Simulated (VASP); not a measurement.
# Si (Fm-3m) in VASP: further runs

Runs on Si. Level: PBEsol. Tasks: single point.

All numbers are computed with VASP 6.6.1; they aren't measurements. Logs are shortened: lines on timing, memory, paths and dates and some standing lists are left out, and cuts for length are marked.

## Step 1: The cell of the first run

Symmetry: Fm-3m, No. 225, cubic system. The conventional cell has a = 3.822 Å, b = 3.822 Å, c = 3.822 Å, α = 90.00°, β = 90.00°, γ = 90.00°. Within 3.6 Å of Si (site symmetry m-3m) lie 12 Si at 2.70 Å.

## Step 2: Single point, PBEsol

INCAR reads:

```
PREC = Accurate ; ENCUT = 520
EDIFF = 1E-6 ; ISMEAR = 0
SIGMA = 0.15 ; LREAL = F
LASPH = T ; NELM = 80
ALGO = Normal ; ISIF = 2
LWAVE = F ; LCHARG = F
GGA = PS ; NBANDS = 8
```

KPOINTS reads:

```
regular mesh
0
Gamma
  22 22 22
```

POSCAR reads:

```
Si
1.0
    0.0000000000      1.9108305409      1.9108305409
    1.9108305409      0.0000000000      1.9108305409
    1.9108305409      1.9108305409      0.0000000000
Si
1
Direct
    0.0000000000      0.0000000000      0.0000000000
```

Potentials or basis: VASP PAW PBE potentials, release 64 (Si).

Started as:

```bash
> cat potpaw_PBE.64/Si/POTCAR > POTCAR
> mpirun -np 1 vasp_std > vasp.out
```

OUTCAR:

```text
PREC = Accurate
   ENCUT = 520
   EDIFF = 1E-6
   ISMEAR = 0
   LREAL = F
   LASPH = T
   NELM = 80
   ISIF = 2
   GGA = PS

 ion  position               nearest neighbor table
   1  0.000  0.000  0.000-

  LATTYP: Found a face centered cubic cell.
 ALAT       =     3.8216610818

  Lattice vectors:

 A1 = (   0.0000000000,   1.9108305409,   1.9108305409)
 A2 = (   1.9108305409,   0.0000000000,   1.9108305409)
 A3 = (   1.9108305409,   1.9108305409,   0.0000000000)

Analysis of symmetry for initial positions (statically):
=====================================================================
 Subroutine PRICEL returns:
 Original cell was already a primitive cell.

 Routine SETGRP: Setting up the symmetry group for a
 face centered cubic supercell.

 Subroutine GETGRP returns: Found 48 space group operations
 (whereof 48 operations were pure point group operations)
 out of a pool of 48 trial point group operations.

The static configuration has the point symmetry O_h .

Analysis of symmetry for dynamics (positions and initial velocities):
=====================================================================
 Subroutine PRICEL returns:
 Original cell was already a primitive cell.

 Routine SETGRP: Setting up the symmetry group for a
 face centered cubic supercell.

 Subroutine GETGRP returns: Found 48 space group operations
 (whereof 48 operations were pure point group operations)
 out of a pool of 48 trial point group operations.

The dynamic configuration has the point symmetry O_h .

 Subroutine INISYM returns: Found 48 space group operations
 (whereof 48 operations are pure point group operations),
 and found     1 'primitive' translations

----------------------------------------------------------------------------------------

                                     Primitive cell

  volume of cell :      13.9539

  direct lattice vectors                    reciprocal lattice vectors
     0.000000000  1.910830541  1.910830541    -0.261666322  0.261666322  0.261666322
     1.910830541  0.000000000  1.910830541     0.261666322 -0.261666322  0.261666322
     1.910830541  1.910830541  0.000000000     0.261666322  0.261666322 -0.261666322

  length of vectors
     2.702322466  2.702322466  2.702322466     0.453219365  0.453219365  0.453219365

  position of ions in fractional coordinates (direct lattice)
     0.000000000  0.000000000  0.000000000

  ion indices of the primitive-cell ions
   primitive index   ion index
                 1           1

----------------------------------------------------------------------------------------

 KPOINTS: regular mesh

Automatic generation of k-mesh.
 Grid dimensions read from file:
 generate k-points for:   22   22   22

 Generating k-lattice:

  Cartesian coordinates                     Fractional coordinates (reciprocal lattice)
    -0.011893924  0.011893924  0.011893924     0.045454545  0.000000000  0.000000000
     0.011893924 -0.011893924  0.011893924     0.000000000  0.045454545  0.000000000
     0.011893924  0.011893924 -0.011893924     0.000000000  0.000000000  0.045454545

  Length of vectors
     0.020600880  0.020600880  0.020600880

  Shift w.r.t. Gamma in fractional coordinates (k-lattice)
     0.000000000  0.000000000  0.000000000

 Subroutine IBZKPT returns following result:
 ===========================================

 Found    328 irreducible k-points:

 Following reciprocal coordinates:
            Coordinates               Weight
  0.000000  0.000000  0.000000      1.000000
  0.045455  0.000000  0.000000      8.000000
  0.090909  0.000000  0.000000      8.000000
  0.136364  0.000000  0.000000      8.000000
  0.181818  0.000000  0.000000      8.000000
  0.227273  0.000000  0.000000      8.000000
[... 16 lines left out ...]
  0.500000  0.045455  0.000000     24.000000
 -0.454545  0.045455  0.000000     24.000000
 [... further k-points ...]
   k-points           NKPTS =    328   k-points in BZ     NKDIM =    328   number of bands    NBANDS=      8
   number of dos      NEDOS =    301   number of ions     NIONS =      1
   total plane-waves  NPLWV =   8000
   dimension x,y,z NGX =    20 NGY =   20 NGZ =   20
   dimension x,y,z NGXF=    40 NGYF=   40 NGZF=   40
   ions per type =               1
   NGX,Y,Z   is equivalent  to a cutoff of  12.30, 12.30, 12.30 a.u.
   NGXF,Y,Z  is equivalent  to a cutoff of  24.61, 24.61, 24.61 a.u.
 SYSTEM =  unknown system
   PREC   = accura    normal or accurate (medium, high low for compatibility)
   ISTART =      0    job   : 0-new  1-cont  2-samecut
   ICHARG =      2    charge: 1-file 2-atom 10-const
   ISPIN  =      1    spin polarized calculation?
   LNONCOLLINEAR =      F non collinear calculations
   LSORBIT =      F    spin-orbit coupling
   LASPH  =      T    aspherical Exc in radial PAW
   ENCUT  =  520.0 eV  38.22 Ry    6.18 a.u.   5.02  5.02  5.02*2*pi/ulx,y,z
   NELM   =     80;   NELMIN=  2; NELMDL= -5     # of ELM steps
   EDIFF  = 0.1E-05   stopping-criterion for ELM
   LREAL  =      F    real-space projection
   EDIFFG = 0.1E-04   stopping-criterion for IOM
   NSW    =      0    number of steps for IOM
   IBRION =     -1    ionic relax: 0-MD 1-quasi-New 2-CG
   NFREE  =      0    steps in history (QN), initial steepest desc. (CG)
   ISIF   =      2    stress and relaxation
   ISYM   =      2    0-nonsym 1-usesym 2-fastsym
   POTIM  = 0.5000    time-step for ionic-motion
   TEBEG  =    0.0;   TEEND  =   0.0 temperature during run
   PSTRESS=    0.0 pullay stress
   NELECT =       4.0000    total number of electrons
   NUPDOWN=      -1.0000    fix difference up-down
   EMIN   =  10.00;   EMAX   =-10.00  energy-range for DOS
   EFERMI =   0.00;   METHOD = LEGACY
   ISMEAR =     0;   SIGMA  =   0.15  broadening in eV -4-tet -1-fermi 0-gaus
   EFERMI_NEDOS =   21; number of points for ismear=-14 and -15
   IALGO  =     38    algorithm
   IMIX   =      4    mixing-type and parameters
     AMIX     =   0.40;   BMIX     =  1.00
     AMIX_MAG =   1.60;   BMIX_MAG =  1.00
  volume/ion in A,a.u.               =      13.95        94.17
  Fermi-wavevector in a.u.,A,eV,Ry     =   1.079434  2.039834 15.853198  1.165177
  Thomas-Fermi vector in A             =   2.215399
   LORBIT       =      0    0 simple, 1 ext, 2 COOP (PROOUT), +10 PAW based schemes
   GGA     = PS    functional components
   LHFCALC =     F    Hartree Fock is set to
   AEXX    =    0.0000 exact exchange contribution
   IVDW    =     0    specifies the selected vdW correction
   LEPSILON=     F    determine dielectric tensor
   LRPA    =     F    only Hartree local field effects (RPA)
 non-spin polarized calculation
 Gauss-broadening in eV      SIGMA  =   0.15
  energy-cutoff  :      520.00
  volume of cell :       13.95
 maximum number of plane-waves:       388
   NGX =  9   NGY =  9   NGZ =  9

 number of electron       4.0000000 magnetization

 Free energy of the ion-electron system (eV)
  ---------------------------------------------------
  ext. energy  EPLUGINS =         0.00000000
  ---------------------------------------------------
  free energy    TOTEN  =        -5.34450992 eV

  energy without entropy =       -5.33987461  energy(sigma->0) =       -5.34219226

 E-fermi :  10.6018     XC(G=0): -11.3923

 val. band max:       10.5603200935   @ k =   0.5000   0.3636   0.0909
 cond. band min:      10.6019217900   @ k =  -0.4091   0.3636   0.1364
 fundamental gap:      0.0416016966
 Fermi energy:        10.6018463895

 k-point     1 :       0.0000    0.0000    0.0000
  band No.  band energies     occupation
      1      -4.1859      2.00000
      2      22.1789      0.00000
      3      22.1789      0.00000
      4      22.1789      0.00000
      5      22.6768      0.00000
      6      22.6768      0.00000
      7      22.6768      0.00000
      8      28.0903      0.00000

 k-point     2 :       0.0455    0.0000    0.0000
  band No.  band energies     occupation
      1      -4.1242      2.00000
      2      20.7144      0.00000
      3      21.6778      0.00000
      4      21.6778      0.00000
      5      23.2572      0.00000
      6      23.2572      0.00000
      7      23.5938      0.00000
      8      28.6110      0.00000

 k-point     3 :       0.0909    0.0000    0.0000
  band No.  band energies     occupation
      1      -3.9392      2.00000
      2      18.7875      0.00000
      3      21.0799      0.00000
      4      21.0799      0.00000
      5      24.0696      0.00000
      6      24.0696      0.00000
      7      24.0785      0.00000
      8      28.6620      0.00000

 k-point     4 :       0.1364    0.0000    0.0000
  band No.  band energies     occupation
      1      -3.6314      2.00000
      2      16.7891      0.00000
      3      20.5668      0.00000
      4      20.5668      0.00000
      5      24.1855      0.00000
      6      24.8142      0.00000
      7      24.8142      0.00000
      8      27.9564      0.00000

 k-point     5 :       0.1818    0.0000    0.0000
  band No.  band energies     occupation
      1      -3.2012      2.00000
      2      14.8049      0.00000
      3      20.1498      0.00000
      4      20.1498      0.00000
      5      24.1460      0.00000
      6      25.0884      0.00000
      7      25.0884      0.00000
      8      27.7952      0.00000
[... 177 lines left out ...]
 k-point    22 :       0.4545    0.0455    0.0000
  band No.  band energies     occupation
      1       1.5408      2.00000
      2       5.0671      2.00000
      3      18.7807      0.00000
      4      19.1101      0.00000
      5      21.2478      0.00000
      6      22.5453      0.00000
      7      24.7149      0.00000
      8      27.3746      0.00000

 k-point    23 :       0.5000    0.0455    0.0000
  band No.  band energies     occupation
      1       2.7074      2.00000
      2       3.7169      2.00000
      3      18.8122      0.00000
      4      19.0065      0.00000
      5      21.3736      0.00000
      6      22.1531      0.00000
      7      24.7434      0.00000
      8      27.1746      0.00000

 k-point    24 :      -0.4545    0.0455    0.0000
  band No.  band energies     occupation
      1       2.3216      2.00000
      2       4.1393      2.00000
      3      18.5421      0.00000
      4      19.2897      0.00000
      5      21.6803      0.00000
      6      21.9096      0.00000
      7      24.6956      0.00000
      8      27.2488      0.00000

 [... further k-points ...]
[... 5 lines left out ...]
  --------------------------------------------------------------------------------------
  -------------------------------------------------------------------------------------
  Total        0.0666227      0.0666227      0.0666227      0.0000000      0.0000000      0.0000000
  in kB        7.6495607      7.6495607      7.6495607      0.0000000      0.0000000      0.0000000
  external PRESSURE =       7.6495607 kB  Pullay stress =       0.0000000 kB

 VOLUME and BASIS-vectors are now :
 -----------------------------------------------------------------------------
  energy-cutoff  :      520.00
  volume of cell :       13.95
      direct lattice vectors                 reciprocal lattice vectors
     0.000000000  1.910830541  1.910830541    -0.261666322  0.261666322  0.261666322
     1.910830541  0.000000000  1.910830541     0.261666322 -0.261666322  0.261666322
     1.910830541  1.910830541  0.000000000     0.261666322  0.261666322 -0.261666322

 POSITION                                       TOTAL-FORCE (eV/Angst)
 -----------------------------------------------------------------------------------
      0.00000      0.00000      0.00000        -0.000000      0.000000      0.000000
 -----------------------------------------------------------------------------------
    total drift:                                0.000000      0.000000     -0.000000

  FREE ENERGIE OF THE ION-ELECTRON SYSTEM (eV)
  ---------------------------------------------------
  free  energy   TOTEN  =        -5.3445099187 eV

  energy  without entropy=       -5.3398746095  energy(sigma->0) =       -5.34219226
```

Wall time 35 s (1 thread of Intel Xeon 8259CL, shared host); peak memory 0.14 GiB.

Results:

- Free energy: -5.3445 eV
- Pressure: 0.8 GPa
- Band gap on the k mesh: zero (band 2 reaches 22.18 eV, above the bottom of band 3 at 7.58 eV)

Levels at points of the mesh, in eV from the Fermi level:
| k point | band 1 | band 2 | band 3 | band 4 | band 5 |
| --- | --- | --- | --- | --- | --- |
| (0.00, 0.00, 0.00) | -14.79 | 11.58 | 11.58 | 11.58 | 12.07 |
| (0.50, 0.00, 0.00) | -7.70 | -7.19 | 8.90 | 8.90 | 10.95 |
| (0.50, 0.50, 0.00) | -5.53 | -4.53 | 3.30 | 3.30 | 4.34 |

Caveat: the PAW data sets were made with another functional, which shifts forces and pressure a little.

## Step 3: Single point, PBEsol

INCAR: that of step 2 with these lines changed.

```diff
@@ -3,3 +3,3 @@
 SIGMA = 0.15 ; LREAL = F
-LASPH = T ; NELM = 80
+LASPH = T ; NELM = 60
 ALGO = Normal ; ISIF = 2
```

KPOINTS reads:

```
Automatic mesh
0
Gamma
  24 24 24
```

POSCAR is that of step 2.

Potentials or basis: VASP PAW PBE potentials, release 64 (Si).

Started as:

```bash
> cat potpaw_PBE.64/Si/POTCAR > POTCAR
> mpirun -np 1 vasp_std > vasp.out
```

Run time: 45 s. Hardware: 1 thread of Intel Xeon 8259CL, shared host; peak memory 0.15 GiB.

It converged, with:

- Free energy: -5.3433 eV
- Pressure: 0.9 GPa
- Band gap on the k mesh: zero (band 2 reaches 22.18 eV, above the bottom of band 3 at 7.41 eV)

Levels at points of the mesh, in eV from the Fermi level:
```csv
k point,band 1,band 2,band 3,band 4,band 5
"(0.00, 0.00, 0.00)",-14.81,11.55,11.55,11.55,12.05
"(0.50, 0.00, 0.00)",-7.73,-7.22,8.87,8.87,10.93
"(0.50, 0.50, 0.00)",-5.55,-4.55,3.28,3.28,4.32
```

Caveat: the PAW data sets were made with another functional, which shifts forces and pressure a little.
